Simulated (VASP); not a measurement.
Input of a VASP 6.6.1 run:

The input INCAR:

```
PREC     = Accurate       # precision mode
ENCUT    = 520            # plane-wave cutoff, eV
EDIFF    = 1E-6           # SCF threshold, eV
ISMEAR   = 0              # smearing method
SIGMA    = 0.15           # smearing width, eV
LREAL    = False          # projectors in reciprocal space
LASPH    = True           # aspherical terms in the spheres
NELM     = 60             # most SCF steps
ALGO     = Fast           # electronic algorithm
ISIF     = 2              # what is computed and relaxed
LWAVE    = False          # write WAVECAR
LCHARG   = True           # write CHGCAR
GGA      = PE             # functional
LELF     = True           # ELF
LVHAR    = True         
NBANDS   = 11             # bands
```

File KPOINTS:

```
Automatic mesh
0
Gamma
  20 20 20
```

Contents of POSCAR:

```
Pt
1.0
    0.1984964712      2.1239122413      2.1239122413
    2.1239122413      0.1984964712      2.1239122413
    2.1239122413      2.1239122413      0.1984964712
Pt
1
Direct
    0.0000000000      0.0000000000      0.0000000000
```

Potentials or basis: VASP PAW PBE potentials, release 64 (Pt).

Command:

```bash
$ cat potpaw_PBE.64/Pt/POTCAR > POTCAR
$ mpirun -np 1 vasp_std > vasp.out
```

Problem. What does it give for the pressure?

Solution. -6.5 GPa.

Problem. Estimate the band gap on the k mesh.

Solution. Zero (bands 5 and 6 overlap by 2.14 eV).

Stress tensor (GPa, compression positive):
```
-6.45 -5.64 -5.64
-5.64 -6.45 -5.64
-5.64 -5.64 -6.45
```

Caveat: the cell stands under tension; spin-orbit coupling is left out, which moves the levels of the heavy elements.
